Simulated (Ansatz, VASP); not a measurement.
# Two plane-wave programs on Cd

The input POSCAR:

```
Cd
1.0
   -1.8364085564      1.8364085564      1.8364085564
    1.8364085564     -1.8364085564      1.8364085564
    1.8364085564      1.8364085564     -1.8364085564
Cd
1
Direct
    0.0000000000      0.0000000000      0.0000000000
```

The input INCAR.step1:

```
PREC = Accurate
ENCUT = 520
ISMEAR = -1
SIGMA = 0.1
LREAL = False
LASPH = True
NELM = 100
NBANDS = 12
GGA = PE
ALGO = Normal
EDIFF = 1E-4
LWAVE = True
LCHARG = False
```

File INCAR.step2:

```
PREC = Accurate
ENCUT = 520
EDIFF = 1E-7
ISMEAR = -1
SIGMA = 0.1
LREAL = False
LASPH = True
NELM = 100
ALGO = Normal
ISIF = 2
LWAVE = False
LCHARG = False
METAGGA = R2SCAN
LMIXTAU = True
NBANDS = 12
ISTART = 1
```

KPOINTS

```
regular mesh
0
Gamma
  14 14 14
```

Input for Ansatz:

```yaml
crystal:
  lattice:
    - [-1.8364085564, 1.8364085564, 1.8364085564]
    - [1.8364085564, -1.8364085564, 1.8364085564]
    - [1.8364085564, 1.8364085564, -1.8364085564]
  atoms:
    - { symbol: Cd, position: [0.0, 0.0, 0.0] }
hamiltonian:
  xc: r2scan
  pseudopotentials:
    kind: paw
    azcp:
      Cd: "pseudopotentials/Cd.paw.azcp"
basis:
  ecutwfc: 500
  fft_grid_basis: typed
kpoints:
  mp_grid: { grid: [14, 14, 14], shift: [0, 0, 0] }
magnetization:
  spin_polarized: false
scf:
  occupations: { method: fermi_dirac, width: 0.1 }
  lower_state_search: "off"
output:
  stress: true
  write_density: true
  write_potential: true
  elf: true
  volumetric_format: npy
```

Alike in both runs: task single point; functional r2SCAN; k mesh 14 × 14 × 14; occupations fermi-dirac, width 0.1 eV; no spin polarisation.

```csv
,VASP,Ansatz
version,VASP 6.6.1,Ansatz 0.2.0
potentials or method,"VASP PAW PBE potentials, release 64 (Cd), cutoff 520 eV","plane waves (500 eV) with PAW, scalar-relativistic"
valence electrons in the cell,12,20
```

Ansatz gave:

- pressure (GPa): -3.8

Problem. Which values does VASP return?

Solution. Pressure (GPa): -3.6.

VASP's potentials were made for PBE, not for r2SCAN. The functional is the same, so the differences come from potentials, cutoffs and numerics. VASP's potentials hold 12 valence electrons a cell and Ansatz's 20, so a difference there can come from the potentials and not from the codes.
